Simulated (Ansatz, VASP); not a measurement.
# Ni in VASP and in Ansatz

```xyz
1
Lattice="0.0000 1.7381 1.7381 1.7381 0.0000 1.7381 1.7381 1.7381 0.0000" Properties=species:S:1:pos:R:3 pbc="T T T"
Ni    0.0000    0.0000    0.0000
```

Alike in both runs: task single point; functional r2SCAN; k mesh 16 × 16 × 16; occupations fermi-dirac, width 0.05 eV; collinear spin.

|  | VASP | Ansatz |
| --- | --- | --- |
| version | VASP 6.6.1 | Ansatz 0.2.0 |
| potentials or method | VASP PAW PBE potentials, release 64 (Ni), cutoff 520 eV | plane waves (500 eV) with PAW, scalar-relativistic |
| valence electrons in the cell | 10 | 18 |

|  | VASP | Ansatz | Ansatz less VASP |
| --- | --- | --- | --- |
| pressure (GPa) | 1.0 | 0.7 | -0.26 |
| net moment per atom (μB) | 0.74 | 0.76 | +0.021 |
| size of the moment on the site where the two differ most (μB) | 0.76 | 0.83 | +0.069 |

VASP's potentials were made for PBE, not for r2SCAN. Site moments also hang on the region over which each program counts them. The functional is the same, so the differences come from potentials, cutoffs and numerics. VASP's potentials hold 10 valence electrons a cell and Ansatz's 18, so a difference there can come from the potentials and not from the codes. Ansatz's warnings: stability check not made.
